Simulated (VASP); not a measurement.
# Si2Mo (P6_222) in VASP: a series of runs

Runs on Si2Mo. Level: PBE. Tasks: single point, relaxation of cell and atoms.

All numbers are computed with VASP 6.6.1; they aren't measurements. Logs are shortened: lines on timing, memory, paths and dates and some standing lists are left out, and cuts for length are marked.

## Step 1: The cell of the first run

The structure is hexagonal, space group P6_222 (No. 180). The conventional cell has a = 4.585 Å, b = 4.585 Å, c = 6.580 Å, α = 90.00°, β = 90.00°, γ = 120.00°. Within 3.4 Å of Si (site symmetry 2) lie 9 Si at 2.55 to 3.20 Å and 5 Mo at 2.57 to 2.67 Å. Within 3.4 Å of Mo (site symmetry 222) lie 10 Si at 2.57 to 2.67 Å and 4 Mo at 3.17 Å.

## Step 2: Single point, PBE

Contents of INCAR:

```
PREC = Accurate
ENCUT = 520
EDIFF = 1E-6
ISMEAR = 0
SIGMA = 0.1
LREAL = F
LASPH = T
NELM = 80
ALGO = Normal
ISIF = 2
LWAVE = F
LCHARG = F
GGA = PE
NBANDS = 43
```

Contents of KPOINTS:

```
Automatic mesh
0
Gamma
  6 6 4
```

Contents of POSCAR:

```
Si2Mo
1.0
    4.5854715599      0.0000000000      0.0000000000
   -2.2927357800      3.9711348592      0.0000000000
    0.0000000000      0.0000000000      6.5797601000
Si Mo
6 3
Direct
    0.1638729800      0.8361270200      0.8333333300
    0.3277459600      0.1638729800      0.1666666700
    0.8361270200      0.6722540400      0.5000000000
    0.8361270200      0.1638729800      0.8333333300
    0.6722540400      0.8361270200      0.1666666700
    0.1638729800      0.3277459600      0.5000000000
    0.5000000000      0.0000000000      0.5000000000
    0.0000000000      0.5000000000      0.1666666700
    0.5000000000      0.5000000000      0.8333333300
```

Potentials or basis: VASP PAW PBE potentials, release 64 (Si, Mo_sv).

The run is started by

```bash
cat potpaw_PBE.64/Si/POTCAR potpaw_PBE.64/Mo_sv/POTCAR > POTCAR
mpirun -np 1 vasp_std > vasp.out
```

OUTCAR:

```text
PREC = Accurate
   ENCUT = 520
   EDIFF = 1E-6
   ISMEAR = 0
   LREAL = F
   LASPH = T
   NELM = 80
   ISIF = 2
   GGA = PE

 ion  position               nearest neighbor table
   1  0.164  0.836  0.833-   3 2.55   2 2.55   7 2.57   8 2.57   4 2.60   9 2.64   9 2.64   9 2.67
                             4 2.67   4 2.67   6 3.15   5 3.15
   2  0.328  0.164  0.167-   6 2.55   1 2.55   7 2.57   9 2.57   5 2.60   8 2.64   8 2.64   8 2.67
                             5 2.67   5 2.67   3 3.15   4 3.15
   3  0.836  0.672  0.500-   1 2.55   5 2.55   9 2.57   8 2.57   6 2.60   7 2.64   7 2.64   7 2.67
                             6 2.67   6 2.67   2 3.15   4 3.15
   4  0.836  0.164  0.833-   6 2.55   5 2.55   7 2.57   8 2.57   1 2.60   9 2.64   9 2.64   9 2.67
                             1 2.67   1 2.67   3 3.15   2 3.15
   5  0.672  0.836  0.167-   3 2.55   4 2.55   7 2.57   9 2.57   2 2.60   8 2.64   8 2.64   8 2.67
                             2 2.67   2 2.67   6 3.15   1 3.15
   6  0.164  0.328  0.500-   4 2.55   2 2.55   9 2.57   8 2.57   3 2.60   7 2.64   7 2.64   7 2.67
                             3 2.67   3 2.67   5 3.15   1 3.15
   7  0.500  0.000  0.500-   1 2.57   4 2.57   2 2.57   5 2.57   6 2.64   3 2.64   6 2.64   3 2.64
                             6 2.67   3 2.67   8 3.17   8 3.17   9 3.17   9 3.17
   8  0.000  0.500  0.167-   3 2.57   6 2.57   4 2.57   1 2.57   2 2.64   5 2.64   2 2.64   5 2.64
                             5 2.67   2 2.67   7 3.17   7 3.17   9 3.17   9 3.17
   9  0.500  0.500  0.833-   3 2.57   6 2.57   5 2.57   2 2.57   1 2.64   4 2.64   1 2.64   4 2.64
                             1 2.67   4 2.67   7 3.17   7 3.17   8 3.17   8 3.17

  LATTYP: Found a hexagonal cell.
 ALAT       =     4.5854715599
 C/A-ratio  =     1.4349146024

  Lattice vectors:

 A1 = (   4.5854715599,   0.0000000000,   0.0000000000)
 A2 = (  -2.2927357800,   3.9711348592,   0.0000000000)
 A3 = (   0.0000000000,   0.0000000000,   6.5797601000)

Analysis of symmetry for initial positions (statically):
=====================================================================
 Subroutine PRICEL returns:
 Original cell was already a primitive cell.

 Routine SETGRP: Setting up the symmetry group for a
 hexagonal supercell.

 Subroutine GETGRP returns: Found 12 space group operations
 (whereof  4 operations were pure point group operations)
 out of a pool of 24 trial point group operations.

The static configuration has the point symmetry D_2 .
 The point group associated with its full space group is D_6 .

Analysis of symmetry for dynamics (positions and initial velocities):
=====================================================================
 Subroutine PRICEL returns:
 Original cell was already a primitive cell.

 Routine SETGRP: Setting up the symmetry group for a
 hexagonal supercell.

 Subroutine GETGRP returns: Found 12 space group operations
 (whereof  4 operations were pure point group operations)
 out of a pool of 24 trial point group operations.

The dynamic configuration has the point symmetry D_2 .
 The point group associated with its full space group is D_6 .

 Subroutine INISYM returns: Found 12 space group operations
 (whereof  4 operations are pure point group operations),
 and found     1 'primitive' translations

----------------------------------------------------------------------------------------

                                     Primitive cell

  volume of cell :     119.8143

  direct lattice vectors                    reciprocal lattice vectors
     4.585471560  0.000000000  0.000000000     0.218080079  0.125908592  0.000000000
    -2.292735780  3.971134859  0.000000000     0.000000000  0.251817185  0.000000000
     0.000000000  0.000000000  6.579760100     0.000000000  0.000000000  0.151981225

  length of vectors
     4.585471560  4.585471560  6.579760100     0.251817185  0.251817185  0.151981225

  position of ions in fractional coordinates (direct lattice)
     0.163872980  0.836127020  0.833333330
     0.327745960  0.163872980  0.166666670
     0.836127020  0.672254040  0.500000000
     0.836127020  0.163872980  0.833333330
     0.672254040  0.836127020  0.166666670
     0.163872980  0.327745960  0.500000000
     0.500000000  0.000000000  0.500000000
     1.000000000  0.500000000  0.166666670
     0.500000000  0.500000000  0.833333330

  ion indices of the primitive-cell ions
   primitive index   ion index
                 1           1
                 2           2
                 3           3
                 4           4
                 5           5
                 6           6
                 7           7
                 8           8
                 9           9

----------------------------------------------------------------------------------------

 KPOINTS: Automatic mesh

Automatic generation of k-mesh.
 Grid dimensions read from file:
 generate k-points for:    6    6    4

 Generating k-lattice:

  Cartesian coordinates                     Fractional coordinates (reciprocal lattice)
     0.036346680  0.020984765  0.000000000     0.166666667  0.000000000  0.000000000
     0.000000000  0.041969531  0.000000000     0.000000000  0.166666667  0.000000000
     0.000000000  0.000000000  0.037995306     0.000000000  0.000000000  0.250000000

  Length of vectors
     0.041969531  0.041969531  0.037995306

  Shift w.r.t. Gamma in fractional coordinates (k-lattice)
     0.000000000  0.000000000  0.000000000

 Subroutine IBZKPT returns following result:
 ===========================================

 Found     21 irreducible k-points:

 Following reciprocal coordinates:
            Coordinates               Weight
  0.000000  0.000000  0.000000      1.000000
  0.166667  0.000000  0.000000      6.000000
  0.333333  0.000000  0.000000      6.000000
  0.500000  0.000000  0.000000      3.000000
  0.166667  0.166667  0.000000      6.000000
  0.333333  0.166667  0.000000     12.000000
[... 13 lines left out ...]
  0.333333  0.166667  0.500000     12.000000
  0.333333  0.333333  0.500000      2.000000
   k-points           NKPTS =     21   k-points in BZ     NKDIM =     21   number of bands    NBANDS=     43
   number of dos      NEDOS =    301   number of ions     NIONS =      9
   total plane-waves  NPLWV =  64800
   dimension x,y,z NGX =    36 NGY =   36 NGZ =   50
   dimension x,y,z NGXF=    72 NGYF=   72 NGZF=  100
   ions per type =               6   3
   NGX,Y,Z   is equivalent  to a cutoff of  13.05, 13.05, 12.63 a.u.
   NGXF,Y,Z  is equivalent  to a cutoff of  26.10, 26.10, 25.27 a.u.
 SYSTEM =  unknown system
   PREC   = accura    normal or accurate (medium, high low for compatibility)
   ISTART =      0    job   : 0-new  1-cont  2-samecut
   ICHARG =      2    charge: 1-file 2-atom 10-const
   ISPIN  =      1    spin polarized calculation?
   LNONCOLLINEAR =      F non collinear calculations
   LSORBIT =      F    spin-orbit coupling
   LASPH  =      T    aspherical Exc in radial PAW
   ENCUT  =  520.0 eV  38.22 Ry    6.18 a.u.   8.53  8.53 12.23*2*pi/ulx,y,z
   NELM   =     80;   NELMIN=  2; NELMDL= -5     # of ELM steps
   EDIFF  = 0.1E-05   stopping-criterion for ELM
   LREAL  =      F    real-space projection
   EDIFFG = 0.1E-04   stopping-criterion for IOM
   NSW    =      0    number of steps for IOM
   IBRION =     -1    ionic relax: 0-MD 1-quasi-New 2-CG
   NFREE  =      0    steps in history (QN), initial steepest desc. (CG)
   ISIF   =      2    stress and relaxation
   ISYM   =      2    0-nonsym 1-usesym 2-fastsym
   POTIM  = 0.5000    time-step for ionic-motion
   TEBEG  =    0.0;   TEEND  =   0.0 temperature during run
   PSTRESS=    0.0 pullay stress
   NELECT =      66.0000    total number of electrons
   NUPDOWN=      -1.0000    fix difference up-down
   EMIN   =  10.00;   EMAX   =-10.00  energy-range for DOS
   EFERMI =   0.00;   METHOD = LEGACY
   ISMEAR =     0;   SIGMA  =   0.10  broadening in eV -4-tet -1-fermi 0-gaus
   EFERMI_NEDOS =   21; number of points for ismear=-14 and -15
   IALGO  =     38    algorithm
   IMIX   =      4    mixing-type and parameters
     AMIX     =   0.40;   BMIX     =  1.00
     AMIX_MAG =   1.60;   BMIX_MAG =  1.00
  volume/ion in A,a.u.               =      13.31        89.84
  Fermi-wavevector in a.u.,A,eV,Ry     =   1.342002  2.536017 24.503685  1.800970
  Thomas-Fermi vector in A             =   2.470191
   LORBIT       =      0    0 simple, 1 ext, 2 COOP (PROOUT), +10 PAW based schemes
   GGA     = PE    functional components
   LHFCALC =     F    Hartree Fock is set to
   AEXX    =    0.0000 exact exchange contribution
   IVDW    =     0    specifies the selected vdW correction
   LEPSILON=     F    determine dielectric tensor
   LRPA    =     F    only Hartree local field effects (RPA)
 non-spin polarized calculation
 Gauss-broadening in eV      SIGMA  =   0.10
  energy-cutoff  :      520.00
  volume of cell :      119.81
 maximum number of plane-waves:      3300
 NGX is ok and might be reduce to    36
   NGX = 17   NGY = 17   NGZ = 25

 number of electron      65.9999996 magnetization

 Free energy of the ion-electron system (eV)
  ---------------------------------------------------
  ext. energy  EPLUGINS =         0.00000000
  ---------------------------------------------------
  free energy    TOTEN  =       -69.51464418 eV

  energy without entropy =      -69.51243801  energy(sigma->0) =      -69.51354109

 E-fermi :  12.9426     XC(G=0): -12.4600

 val. band max:       12.9173748077   @ k =   0.5000   0.0000   0.5000
 cond. band min:      12.9677840895   @ k =   0.5000   0.0000   0.0000
 fundamental gap:      0.0504092818
 Fermi energy:        12.9425791023

 k-point     1 :       0.0000    0.0000    0.0000
  band No.  band energies     occupation
      1     -48.2288      2.00000
      2     -48.1985      2.00000
      3     -48.1985      2.00000
      4     -22.4731      2.00000
      5     -22.4695      2.00000
      6     -22.4695      2.00000
[... 35 lines left out ...]
     42      15.8847      0.00000
     43      16.3653      0.00000
[... 879 lines left out ...]
      3     -48.2034      2.00000
      4     -22.5162      2.00000
      5     -22.5075      2.00000
      6     -22.5075      2.00000
[... 35 lines left out ...]
     42      16.1655      0.00000
     43      16.3705      0.00000

------------------------ aborting loop because EDIFF is reached ----------------------------------------

  FORCE on cell =-STRESS in cart. coord.  units (eV):
  Direction    XX          YY          ZZ          XY          YZ          ZX
  --------------------------------------------------------------------------------------
  -------------------------------------------------------------------------------------
  Total        2.7987702      2.7987702      2.6835705     -0.0000000      0.0000000      0.0000000
  in kB       37.4256305     37.4256305     35.8851603     -0.0000000      0.0000000      0.0000000
  external PRESSURE =      36.9121404 kB  Pullay stress =       0.0000000 kB

 VOLUME and BASIS-vectors are now :
 -----------------------------------------------------------------------------
  energy-cutoff  :      520.00
  volume of cell :      119.81
      direct lattice vectors                 reciprocal lattice vectors
     4.585471560  0.000000000  0.000000000     0.218080079  0.125908592  0.000000000
    -2.292735780  3.971134859  0.000000000     0.000000000  0.251817185  0.000000000
     0.000000000  0.000000000  6.579760100     0.000000000  0.000000000  0.151981225

 POSITION                                       TOTAL-FORCE (eV/Angst)
 -----------------------------------------------------------------------------------
     -1.16558      3.32037      5.48313         0.004604     -0.002658     -0.000000
      1.12715      0.65076      1.09663         0.004604      0.002658     -0.000000
      2.29274      2.66961      3.28988         0.000000     -0.005317     -0.000000
      3.45832      0.65076      5.48313        -0.004604      0.002658     -0.000000
      1.16558      3.32037      1.09663        -0.004604     -0.002658     -0.000000
     -0.00000      1.30152      3.28988        -0.000000      0.005317     -0.000000
      2.29274      0.00000      3.28988         0.000000      0.000000      0.000000
     -1.14637      1.98557      1.09663         0.000000     -0.000000     -0.000000
      1.14637      1.98557      5.48313         0.000000      0.000000      0.000000
 -----------------------------------------------------------------------------------
    total drift:                               -0.000000     -0.000000      0.000060

  FREE ENERGIE OF THE ION-ELECTRON SYSTEM (eV)
  ---------------------------------------------------
  free  energy   TOTEN  =       -69.5146441772 eV

  energy  without entropy=      -69.5124380097  energy(sigma->0) =      -69.51354109
```

It took 3.4 min on 1 thread of Intel Xeon 8259CL, shared host; peak memory 0.28 GiB.

What came out:

| Property | Result |
| --- | --- |
| Free energy | -69.5146 eV |
| Pressure | 3.7 GPa |
| Largest force | 0.005 eV/Å |
| Band gap on the k mesh | 0.05 eV (least direct gap 0.54 eV) |

Forces in eV/Å, atoms in the order of the input:
```
Si   0.005 -0.003  0.000
Si   0.005  0.003  0.000
Si   0.000 -0.005  0.000
Si  -0.005  0.003  0.000
Si  -0.005 -0.003  0.000
Si   0.000  0.005  0.000
Mo   0.000  0.000  0.000
Mo   0.000  0.000  0.000
Mo   0.000  0.000  0.000
```

Caveat: the cell stands under pressure. A k mesh can miss the band edges.

## Step 3: Relaxation of cell and atoms, PBE

Contents of INCAR:

```
SYSTEM = Si2Mo
ALGO = Normal ; EDIFF = 1E-6
EDIFFG = -0.01 ; ENCUT = 600
GGA = PE ; IBRION = 2
ISIF = 3 ; ISMEAR = 0
LASPH = .TRUE. ; LCHARG = .FALSE.
LREAL = .FALSE. ; LWAVE = .FALSE.
NELM = 80 ; NSW = 100
PREC = Accurate ; SIGMA = 0.01
```

Contents of KPOINTS:

```
k-points
0
G
  12 12 6
  0 0 0
```

POSCAR is that of step 2.

Potentials or basis: VASP PAW PBE potentials, release 64 (Si, Mo_sv).

The run is started by

```bash
cat potpaw_PBE.64/Si/POTCAR potpaw_PBE.64/Mo_sv/POTCAR > POTCAR
mpirun -np 1 vasp_std > vasp.out
```

It took 32 min on 1 thread of Oxide Virtual Turin-like, shared host; peak memory 0.49 GiB.

It converged, with:

- Free energy: -69.5390 eV
- Relaxed volume: 13.54 Å³/atom
- Relaxed cell: a = 4.614 Å, b = 4.614 Å, c = 6.610 Å, α = 90.00°, β = 90.00°, γ = 120.00°
- Space group after relaxing (to 0.1 Å): P6_222 (No. 180)
- Energy gained by relaxing: 2.6 meV/atom
- Ionic steps: 5
- Pressure after relaxing: 0.1 GPa
- Band gap on the k mesh: 0.06 eV (least direct gap 0.52 eV)

The path:
```csv
step,energy change (eV),largest force (eV/Å),pressure (GPa),volume (Å³)
1,0.0000,0.0057,3.66,119.81
2,0.0319,0.0175,-5.21,125.16
3,-0.0230,0.0102,-0.02,121.88
4,-0.0229,0.0100,0.03,121.84
5,-0.0231,0.0017,0.05,121.84
```

Final structure:
```
Si Mo
1.0
     4.61372    0.00000    0.00000
    -2.30686    3.99560    0.00000
     0.00000    0.00000    6.60959
Si Mo
6 3
Direct
  0.16394 0.83606 0.83333
  0.32788 0.16394 0.16667
  0.83606 0.67212 0.50000
  0.83606 0.16394 0.83333
  0.67212 0.83606 0.16667
  0.16394 0.32788 0.50000
  0.50000 0.00000 0.50000
  0.00000 0.50000 0.16667
  0.50000 0.50000 0.83333
```

Levels at points of the mesh, in eV from the valence-band top:
```
           k point  band 29  band 30  band 31  band 32  band 33  band 34  band 35  band 36  band 37  band 38
(0.00, 0.00, 0.00)    -2.99    -2.99    -2.73    -2.09    -0.80     1.94     2.29     2.29     2.35     2.46
(0.50, 0.00, 0.00)    -2.26    -2.10    -1.54    -1.04    -0.64     0.06     0.68     0.83     1.26     1.84
(0.00, 0.00, 0.50)    -2.31    -2.31    -2.10    -0.71    -0.71     1.77     2.18     2.18     2.22     2.52
(0.50, 0.00, 0.50)    -2.94    -2.65    -1.93    -1.24     0.00     0.52     1.06     1.30     1.31     1.63
```

A k mesh can miss the band edges.
